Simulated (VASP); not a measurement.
# LiF in VASP: notebook

Runs on LiF. Level: PBE. Tasks: single point.

All numbers are computed with VASP 6.6.1; they aren't measurements. Logs are shortened: lines on timing, memory, paths and dates and some standing lists are left out, and cuts for length are marked.

## Step 1: The cell of the first run

The typed cell holds 8 atoms: a = 5.384 Å, b = 5.384 Å, c = 2.818 Å, α = 90.00°, β = 90.00°, γ = 90.00°.

## Step 2: Single point, PBE

INCAR

```
PREC = Accurate
ENCUT = 520
EDIFF = 1E-6
ISMEAR = 0
SIGMA = 0.1
LREAL = False
LASPH = True
NELM = 60
ALGO = Normal
ISIF = 2
LWAVE = False
LCHARG = True
GGA = PE
LELF = True
LVHAR = True
NBANDS = 30
```

KPOINTS

```
regular mesh
0
Gamma
  4 4 6
```

POSCAR

```
LiF
1.0
    5.3840559183      0.0000000000      0.0000000000
    0.0000000000      5.3840559183      0.0000000000
    0.0000000000      0.0000000000      2.8177168560
Li F
4 4
Direct
    0.6631834645      0.8367288648      0.6707523069
    0.3368165355      0.1632711352      0.1707523069
    0.1632711352      0.6631834645      0.4207523069
    0.8367288648      0.3368165355      0.9207523069
    0.8311959214      0.6688306648      0.1707410631
    0.1688040786      0.3311693352      0.6707410631
    0.3311693352      0.8311959214      0.9207410631
    0.6688306648      0.1688040786      0.4207410631
```

Potentials or basis: VASP PAW PBE potentials, release 64 (Li_sv, F).

The run is started by

```sh
cat potpaw_PBE.64/Li_sv/POTCAR potpaw_PBE.64/F/POTCAR > POTCAR
mpirun -np 1 vasp_std > vasp.out
```

OUTCAR:

```text
PREC = Accurate
   ENCUT = 520
   EDIFF = 1E-6
   ISMEAR = 0
   LREAL = False
   LASPH = True
   NELM = 60
   ISIF = 2
   GGA = PE

 ion  position               nearest neighbor table
   1  0.663  0.837  0.671-   5 1.90   5 1.90   7 1.92   8 1.92
   2  0.337  0.163  0.171-   6 1.90   6 1.90   8 1.92   7 1.92
   3  0.163  0.663  0.421-   7 1.90   7 1.90   6 1.92   5 1.92
   4  0.837  0.337  0.921-   8 1.90   8 1.90   5 1.92   6 1.92
   5  0.831  0.669  0.171-   1 1.90   1 1.90   4 1.92   3 1.92
   6  0.169  0.331  0.671-   2 1.90   2 1.90   3 1.92   4 1.92
   7  0.331  0.831  0.921-   3 1.90   3 1.90   1 1.92   2 1.92
   8  0.669  0.169  0.421-   4 1.90   4 1.90   2 1.92   1 1.92

  LATTYP: Found a simple tetragonal cell.
 ALAT       =     5.3840559183
 C/A-ratio  =     0.5233446492

  Lattice vectors:

 A1 = (   5.3840559183,   0.0000000000,   0.0000000000)
 A2 = (   0.0000000000,   5.3840559183,   0.0000000000)
 A3 = (   0.0000000000,   0.0000000000,   2.8177168560)

Analysis of symmetry for initial positions (statically):
=====================================================================
 Subroutine PRICEL returns:
 Original cell was already a primitive cell.

 Routine SETGRP: Setting up the symmetry group for a
 simple tetragonal supercell.

 Subroutine GETGRP returns: Found  4 space group operations
 (whereof  1 operations were pure point group operations)
 out of a pool of 16 trial point group operations.

The static configuration has the point symmetry C_1 .
 The point group associated with its full space group is C_1 .

Analysis of symmetry for dynamics (positions and initial velocities):
=====================================================================
 Subroutine PRICEL returns:
 Original cell was already a primitive cell.

 Routine SETGRP: Setting up the symmetry group for a
 simple tetragonal supercell.

 Subroutine GETGRP returns: Found  4 space group operations
 (whereof  1 operations were pure point group operations)
 out of a pool of 16 trial point group operations.

The dynamic configuration has the point symmetry C_1 .
 The point group associated with its full space group is C_1 .

 Subroutine INISYM returns: Found  4 space group operations
 (whereof  1 operations are pure point group operations),
 and found     1 'primitive' translations

----------------------------------------------------------------------------------------

                                     Primitive cell

  volume of cell :      81.6801

  direct lattice vectors                    reciprocal lattice vectors
     5.384055918  0.000000000  0.000000000     0.185733584  0.000000000  0.000000000
     0.000000000  5.384055918  0.000000000     0.000000000  0.185733584  0.000000000
     0.000000000  0.000000000  2.817716856     0.000000000  0.000000000  0.354897263

  length of vectors
     5.384055918  5.384055918  2.817716856     0.185733584  0.185733584  0.354897263

  position of ions in fractional coordinates (direct lattice)
     0.663183465  0.836728865  0.670752307
     0.336816535  0.163271135  0.170752307
     0.163271135  0.663183465  0.420752307
     0.836728865  0.336816535  0.920752307
     0.831195921  0.668830665  0.170741063
     0.168804079  0.331169335  0.670741063
     0.331169335  0.831195921  0.920741063
     0.668830665  0.168804079  0.420741063

  ion indices of the primitive-cell ions
   primitive index   ion index
                 1           1
                 2           2
                 3           3
                 4           4
                 5           5
                 6           6
                 7           7
                 8           8

----------------------------------------------------------------------------------------

 KPOINTS: regular mesh

Automatic generation of k-mesh.
 Grid dimensions read from file:
 generate k-points for:    4    4    6

 Generating k-lattice:

  Cartesian coordinates                     Fractional coordinates (reciprocal lattice)
     0.046433396  0.000000000  0.000000000     0.250000000  0.000000000  0.000000000
     0.000000000  0.046433396  0.000000000     0.000000000  0.250000000  0.000000000
     0.000000000  0.000000000  0.059149544     0.000000000  0.000000000  0.166666667

  Length of vectors
     0.046433396  0.046433396  0.059149544

  Shift w.r.t. Gamma in fractional coordinates (k-lattice)
     0.000000000  0.000000000  0.000000000

 Subroutine IBZKPT returns following result:
 ===========================================

 Found     24 irreducible k-points:

 Following reciprocal coordinates:
            Coordinates               Weight
  0.000000  0.000000  0.000000      1.000000
  0.250000  0.000000  0.000000      4.000000
  0.500000  0.000000  0.000000      2.000000
  0.250000  0.250000  0.000000      4.000000
  0.500000  0.250000  0.000000      4.000000
  0.500000  0.500000  0.000000      1.000000
[... 16 lines left out ...]
  0.500000  0.250000  0.500000      4.000000
  0.500000  0.500000  0.500000      1.000000
   k-points           NKPTS =     24   k-points in BZ     NKDIM =     24   number of bands    NBANDS=     30
   number of dos      NEDOS =    301   number of ions     NIONS =      8
   total plane-waves  NPLWV =  38400
   dimension x,y,z NGX =    40 NGY =   40 NGZ =   24
   dimension x,y,z NGXF=    80 NGYF=   80 NGZF=   48
   ions per type =               4   4
   NGX,Y,Z   is equivalent  to a cutoff of  12.35, 12.35, 14.16 a.u.
   NGXF,Y,Z  is equivalent  to a cutoff of  24.70, 24.70, 28.32 a.u.
 SYSTEM =  unknown system
   PREC   = accura    normal or accurate (medium, high low for compatibility)
   ISTART =      0    job   : 0-new  1-cont  2-samecut
   ICHARG =      2    charge: 1-file 2-atom 10-const
   ISPIN  =      1    spin polarized calculation?
   LNONCOLLINEAR =      F non collinear calculations
   LSORBIT =      F    spin-orbit coupling
   LASPH  =      T    aspherical Exc in radial PAW
   ENCUT  =  520.0 eV  38.22 Ry    6.18 a.u.  10.01 10.01  5.24*2*pi/ulx,y,z
   NELM   =     60;   NELMIN=  2; NELMDL= -5     # of ELM steps
   EDIFF  = 0.1E-05   stopping-criterion for ELM
   LREAL  =      F    real-space projection
   EDIFFG = 0.1E-04   stopping-criterion for IOM
   NSW    =      0    number of steps for IOM
   IBRION =     -1    ionic relax: 0-MD 1-quasi-New 2-CG
   NFREE  =      0    steps in history (QN), initial steepest desc. (CG)
   ISIF   =      2    stress and relaxation
   ISYM   =      2    0-nonsym 1-usesym 2-fastsym
   POTIM  = 0.5000    time-step for ionic-motion
   TEBEG  =    0.0;   TEEND  =   0.0 temperature during run
   PSTRESS=    0.0 pullay stress
   NELECT =      40.0000    total number of electrons
   NUPDOWN=      -1.0000    fix difference up-down
   EMIN   =  10.00;   EMAX   =-10.00  energy-range for DOS
   EFERMI =   0.00;   METHOD = LEGACY
   ISMEAR =     0;   SIGMA  =   0.10  broadening in eV -4-tet -1-fermi 0-gaus
   EFERMI_NEDOS =   21; number of points for ismear=-14 and -15
   IALGO  =     38    algorithm
   IMIX   =      4    mixing-type and parameters
     AMIX     =   0.40;   BMIX     =  1.00
     AMIX_MAG =   1.60;   BMIX_MAG =  1.00
  volume/ion in A,a.u.               =      10.21        68.90
  Fermi-wavevector in a.u.,A,eV,Ry     =   1.290395  2.438493 22.655323  1.665119
  Thomas-Fermi vector in A             =   2.422229
   LORBIT       =      0    0 simple, 1 ext, 2 COOP (PROOUT), +10 PAW based schemes
   GGA     = PE    functional components
   LHFCALC =     F    Hartree Fock is set to
   AEXX    =    0.0000 exact exchange contribution
   IVDW    =     0    specifies the selected vdW correction
   LEPSILON=     F    determine dielectric tensor
   LRPA    =     F    only Hartree local field effects (RPA)
 non-spin polarized calculation
 Gauss-broadening in eV      SIGMA  =   0.10
  energy-cutoff  :      520.00
  volume of cell :       81.68
 maximum number of plane-waves:      2212
   NGX = 21   NGY = 21   NGZ = 11

 number of electron      40.0000051 magnetization

 Free energy of the ion-electron system (eV)
  ---------------------------------------------------
  ext. energy  EPLUGINS =         0.00000000
  ---------------------------------------------------
  free energy    TOTEN  =       -38.12740535 eV

  energy without entropy =      -38.12740535  energy(sigma->0) =      -38.12740535

 E-fermi :  -1.8628     XC(G=0):  -8.7040

 val. band max:       -2.3550631385   @ k =   0.2500   0.2500   0.0000
 cond. band min:       5.0133225311   @ k =   0.0000   0.0000   0.0000
 fundamental gap:      7.3683856697
 Fermi energy:        -1.8628361611

 k-point     1 :       0.0000    0.0000    0.0000
  band No.  band energies     occupation
      1     -43.2942      2.00000
      2     -43.2585      2.00000
      3     -43.2585      2.00000
      4     -43.2584      2.00000
      5     -21.9247      2.00000
      6     -21.7223      2.00000
[... 22 lines left out ...]
     29      15.5640      0.00000
     30      15.5640      0.00000

 k-point     2 :       0.2500    0.0000    0.0000
  band No.  band energies     occupation
      1     -43.2902      2.00000
      2     -43.2678      2.00000
      3     -43.2572      2.00000
      4     -43.2543      2.00000
      5     -21.9009      2.00000
      6     -21.7667      2.00000
[... 22 lines left out ...]
     29      14.7905      0.00000
     30      15.6947      0.00000

 k-point     3 :       0.5000    0.0000    0.0000
  band No.  band energies     occupation
      1     -43.2800      2.00000
      2     -43.2800      2.00000
      3     -43.2548      2.00000
      4     -43.2548      2.00000
      5     -21.8396      2.00000
      6     -21.8395      2.00000
[... 22 lines left out ...]
     29      15.3361      0.00000
     30      15.3378      0.00000

 k-point     4 :       0.2500    0.2500    0.0000
  band No.  band energies     occupation
      1     -43.2867      2.00000
      2     -43.2701      2.00000
      3     -43.2585      2.00000
      4     -43.2542      2.00000
      5     -21.8801      2.00000
      6     -21.7812      2.00000
[... 22 lines left out ...]
     29      14.4805      0.00000
     30      15.5861      0.00000

 k-point     5 :       0.5000    0.2500    0.0000
  band No.  band energies     occupation
      1     -43.2782      2.00000
      2     -43.2782      2.00000
      3     -43.2565      2.00000
      4     -43.2565      2.00000
      5     -21.8295      2.00000
      6     -21.8294      2.00000
[... 22 lines left out ...]
     29      15.0641      0.00000
     30      15.0649      0.00000
[... 526 lines left out ...]
     29      14.7852      0.00000
     30      14.7856      0.00000

 k-point    22 :       0.2500    0.2500    0.5000
  band No.  band energies     occupation
      1     -43.2524      2.00000
      2     -43.2524      2.00000
      3     -43.2420      2.00000
      4     -43.2420      2.00000
      5     -21.6473      2.00000
      6     -21.6473      2.00000
[... 22 lines left out ...]
     29      14.7948      0.00000
     30      14.7948      0.00000

 k-point    23 :       0.5000    0.2500    0.5000
  band No.  band energies     occupation
      1     -43.2508      2.00000
      2     -43.2508      2.00000
      3     -43.2435      2.00000
      4     -43.2435      2.00000
      5     -21.6241      2.00000
      6     -21.6241      2.00000
[... 22 lines left out ...]
     29      15.2287      0.00000
     30      15.2298      0.00000

 k-point    24 :       0.5000    0.5000    0.5000
  band No.  band energies     occupation
      1     -43.2472      2.00000
      2     -43.2472      2.00000
      3     -43.2472      2.00000
      4     -43.2472      2.00000
      5     -21.5668      2.00000
      6     -21.5668      2.00000
[... 22 lines left out ...]
     29      15.8065      0.00000
     30      15.8074      0.00000

------------------------ aborting loop because EDIFF is reached ----------------------------------------

  FORCE on cell =-STRESS in cart. coord.  units (eV):
  Direction    XX          YY          ZZ          XY          YZ          ZX
  --------------------------------------------------------------------------------------
  -------------------------------------------------------------------------------------
  Total       -0.0906981     -0.0906981     -0.0154316      0.0000000      0.0000000      0.0000000
  in kB       -1.7790671     -1.7790671     -0.3026944      0.0000004      0.0000000      0.0000000
  external PRESSURE =      -1.2869429 kB  Pullay stress =       0.0000000 kB

 VOLUME and BASIS-vectors are now :
 -----------------------------------------------------------------------------
  energy-cutoff  :      520.00
  volume of cell :       81.68
      direct lattice vectors                 reciprocal lattice vectors
     5.384055918  0.000000000  0.000000000     0.185733584  0.000000000  0.000000000
     0.000000000  5.384055918  0.000000000     0.000000000  0.185733584  0.000000000
     0.000000000  0.000000000  2.817716856     0.000000000  0.000000000  0.354897263

 POSITION                                       TOTAL-FORCE (eV/Angst)
 -----------------------------------------------------------------------------------
      3.57062      4.50499      1.88999        -0.000142      0.002540     -0.000330
      1.81344      0.87906      0.48113         0.000142     -0.002540     -0.000330
      0.87906      3.57062      1.18556        -0.002540     -0.000142     -0.000330
      4.50499      1.81344      2.59442         0.002540      0.000142     -0.000330
      4.47521      3.60102      0.48110         0.001305     -0.002770      0.000330
      0.90885      1.78303      1.88996        -0.001305      0.002770      0.000330
      1.78303      4.47521      2.59439         0.002770      0.001305      0.000330
      3.60102      0.90885      1.18553        -0.002770     -0.001305      0.000330
 -----------------------------------------------------------------------------------
    total drift:                               -0.000000      0.000000     -0.001959

  FREE ENERGIE OF THE ION-ELECTRON SYSTEM (eV)
  ---------------------------------------------------
  free  energy   TOTEN  =       -38.1274053512 eV

  energy  without entropy=      -38.1274053512  energy(sigma->0) =      -38.12740535
```

Wall time 44 s (1 thread of Intel Xeon Platinum 8488C (Sapphire Rapids), shared host); peak memory 0.19 GiB.

What came out:

```
Free energy            : -38.1274 eV
Largest force          : 0.003 eV/Å
Band gap on the k mesh : 7.37 eV, indirect (least direct gap 7.39 eV)
```

Forces in eV/Å, atoms in the order of the input:
```
Li   0.000  0.003  0.000
Li   0.000 -0.003  0.000
Li  -0.003  0.000  0.000
Li   0.003  0.000  0.000
F    0.001 -0.003  0.000
F   -0.001  0.003  0.000
F    0.003  0.001  0.000
F   -0.003 -0.001  0.000
```

Caveat: the cutoff is under 1.25 times the usual one of these potentials, so pressure, stress and relaxed cells hold a basis-set (Pulay) error. A k mesh can miss the band edges.

## Step 3: Single point, PBE (volume scaled by 0.88, then relaxed in part)

INCAR

```
SYSTEM = LiF
PREC = Accurate ; ENCUT = 520
EDIFF = 1E-6 ; ISMEAR = 0
SIGMA = 0.02 ; LREAL = .False.
LASPH = .True. ; NELM = 80
ALGO = Normal ; ISIF = 2
LWAVE = .False. ; LCHARG = .True.
GGA = PE ; LELF = .True.
LVHAR = .True. ; NBANDS = 30
```

KPOINTS

```
Automatic mesh
0
Gamma
  4 4 8
  0 0 0
```

POSCAR

```
LiF
1.0
    5.1439630307      0.0000000000      0.0000000000
    0.0000000000      5.1439630307      0.0000000000
    0.0000000000      0.0000000000      2.7196251434
Li F
4 4
Direct
    0.6625868523      0.3374131477      0.2500000000
    0.3374131477      0.6625868523      0.7500000000
    0.1625868523      0.1625868523      0.0000000000
    0.8374131477      0.8374131477      0.5000000000
    0.8300972393      0.1699027607      0.7500000000
    0.1699027607      0.8300972393      0.2500000000
    0.3300972393      0.3300972393      0.5000000000
    0.6699027607      0.6699027607      0.0000000000
```

Potentials or basis: VASP PAW PBE potentials, release 64 (Li_sv, F).

The run is started by

```sh
cat potpaw_PBE.64/Li_sv/POTCAR potpaw_PBE.64/F/POTCAR > POTCAR
mpirun -np 1 vasp_std > vasp.out
```

It took 49 s on 1 thread of Intel Xeon Platinum 8488C (Sapphire Rapids), shared host; peak memory 0.19 GiB.

It converged, with:

| Item | Value |
| --- | --- |
| Free energy | -37.8695 eV |
| Largest force | 0.008 eV/Å |
| Band gap on the k mesh | 8.02 eV, indirect (least direct gap 8.06 eV) |

Forces on the atoms (eV/Å):
```
Li  -0.005  0.005  0.000
Li   0.005 -0.005  0.000
Li  -0.005 -0.005  0.000
Li   0.005  0.005  0.000
F    0.004 -0.004  0.000
F   -0.004  0.004  0.000
F    0.004  0.004  0.000
F   -0.004 -0.004  0.000
```

Levels at points of the mesh, in eV from the valence-band top:
| k point | band 16 | band 17 | band 18 | band 19 | band 20 | band 21 | band 22 | band 23 | band 24 | band 25 |
| --- | --- | --- | --- | --- | --- | --- | --- | --- | --- | --- |
| (0.00, 0.00, 0.00) | -0.22 | -0.10 | -0.10 | -0.07 | -0.04 | 8.02 | 11.05 | 12.94 | 12.94 | 12.94 |
| (0.50, 0.00, 0.00) | -0.45 | -0.22 | -0.22 | -0.06 | -0.06 | 9.28 | 9.28 | 12.24 | 12.24 | 15.08 |
| (0.50, 0.50, 0.00) | -0.68 | -0.06 | -0.06 | -0.05 | -0.05 | 9.42 | 9.42 | 11.64 | 11.64 | 16.46 |
| (0.00, 0.00, 0.50) | -1.35 | -0.52 | -0.52 | -0.05 | -0.05 | 11.40 | 11.40 | 12.87 | 12.87 | 15.19 |
| (0.50, 0.00, 0.50) | -1.00 | -0.66 | -0.66 | -0.18 | -0.18 | 11.38 | 11.38 | 13.93 | 13.93 | 14.17 |
| (0.50, 0.50, 0.50) | -1.24 | -0.50 | -0.50 | -0.50 | -0.50 | 12.42 | 12.42 | 12.42 | 12.42 | 14.64 |

Caveat: the cutoff is under 1.25 times the usual one of these potentials, so pressure, stress and relaxed cells hold a basis-set (Pulay) error. A k mesh can miss the band edges.

[end of part 1 of 2]
